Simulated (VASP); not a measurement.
# Si in VASP: further runs

The runs below take Si through single point, relaxation of the atoms, with PBE+D3(BJ).

Everything below comes from runs of VASP 6.6.1. Logs are shortened: lines on timing, memory, paths and dates and some standing lists are left out, and cuts for length are marked.

**1. The cell of the first run**

The cell holds a slab with vacuum, 4 atoms: a = 3.847 Å, b = 3.847 Å, c = 34.489 Å, α = 90.00°, β = 90.00°, γ = 120.00°.

**2. Single point, PBE+D3(BJ)**

Input file INCAR:

```
SYSTEM = Si
PREC     = Accurate       ! precision mode
ENCUT    = 520            ! plane-wave cutoff, eV
EDIFF    = 1E-6           ! SCF threshold, eV
ISMEAR   = 0              ! smearing method
SIGMA    = 0.1            ! smearing width, eV
LREAL    = .False.        ! projectors in reciprocal space
LASPH    = .True.         ! aspherical terms in the spheres
NELM     = 60             ! most SCF steps
ALGO     = Normal         ! electronic algorithm
ISIF     = 2              ! what is computed and relaxed
LWAVE    = .False.        ! write WAVECAR
LCHARG   = .False.        ! write CHGCAR
LDIPOL   = .True.       
IDIPOL   = 3            
DIPOL    = 0.5 0.5 0.500
GGA      = PE             ! functional
IVDW     = 12             ! dispersion correction
NBANDS   = 16             ! bands
```

Input file KPOINTS:

```
Automatic mesh
0
Gamma
  15 15 1
  0 0 0
```

Input file POSCAR:

```
Si
1.0
    3.8472023568      0.0000000000      0.0000000000
   -1.9236011784      3.3317749745      0.0000000000
    0.0000000000      0.0000000000     34.4893942845
Si
4
Direct
    0.3333333333      0.6666666667      0.4637947915
    0.6666666667      0.3333333333      0.4447039742
    0.0000000000      0.0000000000      0.5552950471
    0.3333333333      0.6666666667      0.5362061873
```

Potentials or basis: VASP PAW PBE potentials, release 64 (Si).

Launch:

```console
$ cat potpaw_PBE.64/Si/POTCAR > POTCAR
$ mpirun -np 1 vasp_std > vasp.out
```

OUTCAR:

```text
SYSTEM = Si
   PREC = Accurate
   ENCUT = 520
   EDIFF = 1E-6
   ISMEAR = 0
   LREAL = .False.
   LASPH = .True.
   NELM = 60
   ISIF = 2
   GGA = PE
   IVDW = 12
 IVDW          = 12

 ion  position               nearest neighbor table
   1  0.333  0.667  0.464-   2 2.32   2 2.32   2 2.32   4 2.50
   2  0.667  0.333  0.445-   1 2.32   1 2.32   1 2.32
   3  0.000  0.000  0.555-   4 2.32   4 2.32   4 2.32
   4  0.333  0.667  0.536-   3 2.32   3 2.32   3 2.32   1 2.50

  LATTYP: Found a hexagonal cell.
 ALAT       =     3.8472023568
 C/A-ratio  =     8.9647985954

  Lattice vectors:

 A1 = (   3.8472023568,   0.0000000000,   0.0000000000)
 A2 = (  -1.9236011784,   3.3317749745,   0.0000000000)
 A3 = (   0.0000000000,   0.0000000000,  34.4893942845)

Analysis of symmetry for initial positions (statically):
=====================================================================
 Subroutine PRICEL returns:
 Original cell was already a primitive cell.

 Routine SETGRP: Setting up the symmetry group for a
 hexagonal supercell.

 Subroutine GETGRP returns: Found 12 space group operations
 (whereof  6 operations were pure point group operations)
 out of a pool of 24 trial point group operations.

The static configuration has the point symmetry C_3v.
 The point group associated with its full space group is D_3d.

Analysis of symmetry for dynamics (positions and initial velocities):
=====================================================================
 Subroutine PRICEL returns:
 Original cell was already a primitive cell.

 Routine SETGRP: Setting up the symmetry group for a
 hexagonal supercell.

 Subroutine GETGRP returns: Found 12 space group operations
 (whereof  6 operations were pure point group operations)
 out of a pool of 24 trial point group operations.

The dynamic configuration has the point symmetry C_3v.
 The point group associated with its full space group is D_3d.

 Subroutine INISYM returns: Found 12 space group operations
 (whereof  6 operations are pure point group operations),
 and found     1 'primitive' translations

----------------------------------------------------------------------------------------

                                     Primitive cell

  volume of cell :     442.0855

  direct lattice vectors                    reciprocal lattice vectors
     3.847202357  0.000000000  0.000000000     0.259929140  0.150070159  0.000000000
    -1.923601178  3.331774975  0.000000000     0.000000000  0.300140318  0.000000000
     0.000000000  0.000000000 34.489394285     0.000000000  0.000000000  0.028994420

[... 100 lines left out ...]
   EMIN   =  10.00;   EMAX   =-10.00  energy-range for DOS
   EFERMI =   0.00;   METHOD = LEGACY
   ISMEAR =     0;   SIGMA  =   0.10  broadening in eV -4-tet -1-fermi 0-gaus
   EFERMI_NEDOS =   21; number of points for ismear=-14 and -15
   IALGO  =     38    algorithm
   IMIX   =      4    mixing-type and parameters
     AMIX     =   0.40;   BMIX     =  1.00
     AMIX_MAG =   1.60;   BMIX_MAG =  1.00
  volume/ion in A,a.u.               =     110.52       745.84
  Fermi-wavevector in a.u.,A,eV,Ry     =   0.541518  1.023320  3.989793  0.293242
  Thomas-Fermi vector in A             =   1.569135
   LORBIT       =      0    0 simple, 1 ext, 2 COOP (PROOUT), +10 PAW based schemes
   GGA     = PE    functional components
   LHFCALC =     F    Hartree Fock is set to
   AEXX    =    0.0000 exact exchange contribution
   IVDW    =    12    specifies the selected vdW correction
   LEPSILON=     F    determine dielectric tensor
   LRPA    =     F    only Hartree local field effects (RPA)
 non-spin polarized calculation
 Gauss-broadening in eV      SIGMA  =   0.10
  energy-cutoff  :      520.00
  volume of cell :      442.09
 maximum number of plane-waves:     11969
 NGX is ok and might be reduce to    30
   NGX = 15   NGY = 15   NGZ =129

 dipolmoment           0.000000      0.000000     -0.000000 electrons x Angstroem

 number of electron      16.0000001 magnetization

 dipolmoment           0.000000      0.000000      0.000000 electrons x Angstroem

 Free energy of the ion-electron system (eV)
  ---------------------------------------------------
  ext. energy  EPLUGINS =         0.00000000
  ---------------------------------------------------
  free energy    TOTEN  =       -19.66014811 eV

  energy without entropy =      -19.65684023  energy(sigma->0) =      -19.65849417

 E-fermi :  -2.8794     XC(G=0):  -2.1651

 val. band max:       -2.9519684651   @ k =   0.2667   0.2667   0.0000
 cond. band min:      -2.7689832511   @ k =   0.2667   0.2667   0.0000
 fundamental gap:      0.1829852140
 Fermi energy:        -2.8793968372

 k-point     1 :       0.0000    0.0000    0.0000
  band No.  band energies     occupation
      1     -14.2940      2.00000
      2     -13.1836      2.00000
      3      -7.8276      2.00000
      4      -4.2988      2.00000
      5      -3.9014      2.00000
      6      -3.9014      2.00000
[... 433 lines left out ...]
      3      -9.9546      2.00000
      4      -9.6018      2.00000
      5      -6.7142      2.00000
      6      -6.2923      2.00000
[... 8 lines left out ...]
     15       3.4622      0.00000
     16       4.0692      0.00000

 [... further k-points ...]

------------------------ aborting loop because EDIFF is reached ----------------------------------------

 vacuum level on the upper side and lower side of the slab       (xc-potential included)        -0.009        -0.009

 Edisp (eV)   -1.00700

 E8    (eV) :    -0.4389

  FORCE on cell =-STRESS in cart. coord.  units (eV):
  Direction    XX          YY          ZZ          XY          YZ          ZX
  --------------------------------------------------------------------------------------
  -------------------------------------------------------------------------------------
  Total      -0.61436    -0.61436    -0.02897     0.00000     0.00000     0.00000
  in kB      -2.22651    -2.22651    -0.10499     0.00000     0.00000     0.00000
  external pressure =       -1.52 kB  Pullay stress =        0.00 kB

 VOLUME and BASIS-vectors are now :
 -----------------------------------------------------------------------------
  energy-cutoff  :      520.00
  volume of cell :      442.09
      direct lattice vectors                 reciprocal lattice vectors
     3.847202357  0.000000000  0.000000000     0.259929140  0.150070159  0.000000000
    -1.923601178  3.331774975  0.000000000     0.000000000  0.300140318  0.000000000
     0.000000000  0.000000000 34.489394285     0.000000000  0.000000000  0.028994420

 POSITION                                       TOTAL-FORCE (eV/Angst)
 -----------------------------------------------------------------------------------
     -0.00000      2.22118     15.99600         0.000000      0.000000     -0.002250
      1.92360      1.11059     15.33757        -0.000000     -0.000000      0.006758
      0.00000      0.00000     19.15179         0.000000      0.000000     -0.006758
     -0.00000      2.22118     18.49343        -0.000000     -0.000000      0.002250
 -----------------------------------------------------------------------------------
    total drift:                                0.000000     -0.000000      0.000701

  FREE ENERGIE OF THE ION-ELECTRON SYSTEM (eV)
  ---------------------------------------------------
  free  energy   TOTEN  =       -20.6671478376 eV

  energy  without entropy=      -20.6638399589  energy(sigma->0) =      -20.66549390

 vacuum level on the upper side and lower side of the slab         1.920         1.920
```

Run time: 7.5 min. Hardware: 1 thread of Intel Xeon 8259CL, shared host; peak memory 0.61 GiB.

What came out:

```yaml
Free_energy: -20.6671 eV
Largest_force: 0.007 eV/Å
Band_gap_on_the_k_mesh: zero (bands 8 and 9 overlap by 0.03 eV)
Dispersion_energy_per_atom: -0.252 eV
```

Forces on the atoms (eV/Å):
```
Si   0.000  0.000 -0.002
Si   0.000  0.000  0.007
Si   0.000  0.000 -0.007
Si   0.000  0.000  0.002
```

**3. Relaxation of the atoms, PBE+D3(BJ) (biaxial strain +0.070)**

Input file INCAR:

```
SYSTEM = Si
ALGO = Normal ; DIPOL = 0.5 0.5 0.500
EDIFF = 1E-6 ; EDIFFG = -0.01
ENCUT = 520 ; GGA = PE
IBRION = 2 ; IDIPOL = 3
ISIF = 2 ; ISMEAR = 0
IVDW = 12 ; LASPH = .TRUE.
LCHARG = .FALSE. ; LDIPOL = .TRUE.
LREAL = .FALSE. ; LWAVE = .FALSE.
NELM = 100 ; NSW = 60
PREC = Accurate ; SIGMA = 0.1
```

Input file KPOINTS:

```
k-points
0
G
  15 15 1
  0 0 0
```

Input file POSCAR:

```
Si
1.0
    4.1165065258      0.0000000000      0.0000000000
   -2.0582532629      3.5649992262      0.0000000000
    0.0000000000      0.0000000000     28.0000000000
Si
2
Direct
    0.3333333333      0.6666666667      0.5084347959
    0.6666666667      0.3333333333      0.4915652041
```

Potentials or basis: VASP PAW PBE potentials, release 64 (Si).

Launch:

```console
$ cat potpaw_PBE.64/Si/POTCAR > POTCAR
$ mpirun -np 1 vasp_std > vasp.out
```

OUTCAR:

```text
SYSTEM = Si
   EDIFF = 1E-6
   EDIFFG = -0.01
   ENCUT = 520
   GGA = PE
   IBRION = 2
   ISIF = 2
   ISMEAR = 0
   IVDW = 12
   LASPH = .TRUE.
   LREAL = .FALSE.
   NELM = 100
   NSW = 60
   PREC = Accurate
 IVDW          = 12

 ion  position               nearest neighbor table
   1  0.333  0.667  0.508-   2 2.42   2 2.42   2 2.42
   2  0.667  0.333  0.492-   1 2.42   1 2.42   1 2.42

  LATTYP: Found a hexagonal cell.
 ALAT       =     4.1165065258
 C/A-ratio  =     6.8018840307

  Lattice vectors:

 A1 = (   4.1165065258,   0.0000000000,   0.0000000000)
 A2 = (  -2.0582532629,   3.5649992262,   0.0000000000)
 A3 = (   0.0000000000,   0.0000000000,  28.0000000000)

Analysis of symmetry for initial positions (statically):
=====================================================================
 Subroutine PRICEL returns:
 Original cell was already a primitive cell.

 Routine SETGRP: Setting up the symmetry group for a
 hexagonal supercell.

 Subroutine GETGRP returns: Found 12 space group operations
 (whereof 12 operations were pure point group operations)
 out of a pool of 24 trial point group operations.

The static configuration has the point symmetry D_3d.

Analysis of symmetry for dynamics (positions and initial velocities):
=====================================================================
 Subroutine PRICEL returns:
 Original cell was already a primitive cell.

 Routine SETGRP: Setting up the symmetry group for a
 hexagonal supercell.

 Subroutine GETGRP returns: Found 12 space group operations
 (whereof 12 operations were pure point group operations)
 out of a pool of 24 trial point group operations.

The dynamic configuration has the point symmetry D_3d.

 Subroutine INISYM returns: Found 12 space group operations
 (whereof 12 operations are pure point group operations),
 and found     1 'primitive' translations

----------------------------------------------------------------------------------------

                                     Primitive cell

[... 131 lines left out ...]

 number of electron       7.9999999 magnetization

 Free energy of the ion-electron system (eV)
  ---------------------------------------------------
  ext. energy  EPLUGINS =         0.00000000
  ---------------------------------------------------
  free energy    TOTEN  =        -9.27793956 eV

  energy without entropy =       -9.27693655  energy(sigma->0) =       -9.27743805

------------------------ aborting loop because EDIFF is reached ----------------------------------------

 Edisp (eV)   -0.32953

 E8    (eV) :    -0.1457
[... 111 lines left out ...]
--------------------------------------- Ionic step        4  -------------------------------------------

 number of electron       8.0000000 magnetization

 dipolmoment           0.000000      0.000000     -0.000000 electrons x Angstroem

------------------------ aborting loop because EDIFF is reached ----------------------------------------

 Edisp (eV)   -0.32967

 E8    (eV) :    -0.1457
[... 71 lines left out ...]
--------------------------------------- Ionic step        6  -------------------------------------------

 number of electron       7.9999999 magnetization

 dipolmoment           0.000000      0.000000      0.000000 electrons x Angstroem

 Free energy of the ion-electron system (eV)
  ---------------------------------------------------
  ext. energy  EPLUGINS =         0.00000000
  ---------------------------------------------------
  free energy    TOTEN  =        -9.29308224 eV

  energy without entropy =       -9.29190984  energy(sigma->0) =       -9.29249604

 E-fermi :  -3.5892     XC(G=0):  -1.5106

 val. band max:       -3.9691190785   @ k =   0.3333   0.2667   0.0000
 cond. band min:      -3.5801701857   @ k =   0.3333   0.3333   0.0000
 fundamental gap:      0.3889488928
 Fermi energy:        -3.5891867468

 k-point     1 :       0.0000    0.0000    0.0000
  band No.  band energies     occupation
      1     -14.1546      2.00000
      2      -6.3145      2.00000
      3      -5.2366      2.00000
      4      -5.2366      2.00000
      5      -3.5304      0.40586
      6      -1.0695      0.00000
      7      -1.0695      0.00000
      8      -0.6340      0.00000
[... 243 lines left out ...]
 k-point    24 :       0.4000    0.2000    0.0000
  band No.  band energies     occupation
      1     -11.9649      2.00000
      2     -10.8480      2.00000
      3      -7.4067      2.00000
      4      -4.1286      2.00000
      5      -3.0843      0.00000
      6      -0.9825      0.00000
      7       1.0034      0.00000
      8       2.2195      0.00000

 [... further k-points ...]

------------------------ aborting loop because EDIFF is reached ----------------------------------------

 vacuum level on the upper side and lower side of the slab       (xc-potential included)        -0.109        -0.109

 Edisp (eV)   -0.32963

 E8    (eV) :    -0.1457

  FORCE on cell =-STRESS in cart. coord.  units (eV):
  Direction    XX          YY          ZZ          XY          YZ          ZX
  --------------------------------------------------------------------------------------
  -------------------------------------------------------------------------------------
  Total      -4.62233    -4.62233     0.00217     0.00000    -0.00000     0.00000
  in kB     -18.02293   -18.02293     0.00846     0.00000    -0.00000     0.00000
  external pressure =      -12.01 kB  Pullay stress =        0.00 kB
[... 17 lines left out ...]
  FREE ENERGIE OF THE ION-ELECTRON SYSTEM (eV)
  ---------------------------------------------------
  free  energy   TOTEN  =        -9.6227087028 eV

  energy  without entropy=       -9.6215363094  energy(sigma->0) =       -9.62212251

 reached required accuracy - stopping structural energy minimisation

 vacuum level on the upper side and lower side of the slab         0.988         0.988
```

It took 14 min on 1 thread of Intel Xeon 8259CL, shared host; peak memory 0.56 GiB.

What came out:

```
Free energy                  : -9.6227 eV
Energy gained by relaxing    : 7.6 meV/atom
Ionic steps                  : 6
Largest force after relaxing : 0.004 eV/Å
Band gap on the k mesh       : zero (filled and empty bands touch)
Dispersion energy per atom   : -0.165 eV
```

Forces in eV/Å, atoms in the order of the input:
```
Si   0.000  0.000 -0.004
Si   0.000  0.000  0.004
```

Step by step:
| step | energy change (eV) | largest force (eV/Å) | pressure (GPa) |
| --- | --- | --- | --- |
| 1 | 0.0000 | 0.2314 | -1.21 |
| 2 | -0.0046 | 0.1853 | -1.21 |
| 3 | -0.0130 | 0.0724 | -1.21 |
| 4 | -0.0138 | 0.0376 | -1.19 |
| 5 | -0.0151 | 0.0152 | -1.20 |
| 6 | -0.0152 | 0.0036 | -1.20 |

Final structure:
```
Si
1.0
     4.11651    0.00000    0.00000
    -2.05825    3.56500    0.00000
     0.00000    0.00000   28.00000
Si
2
Direct
  0.33333 0.66667 0.50572
  0.66667 0.33333 0.49428
```

Levels at points of the mesh, in eV from the Fermi level:
```
           k point  band 2  band 3  band 4  band 5  band 6  band 7
(0.00, 0.00, 0.00)   -2.73   -1.65   -1.65    0.06    2.52    2.52
```

Caveat: the cell differs from its parent crystal (biaxial strain +0.070).

The gap in the log of VASP goes by the Fermi energy; the results here count the filled bands.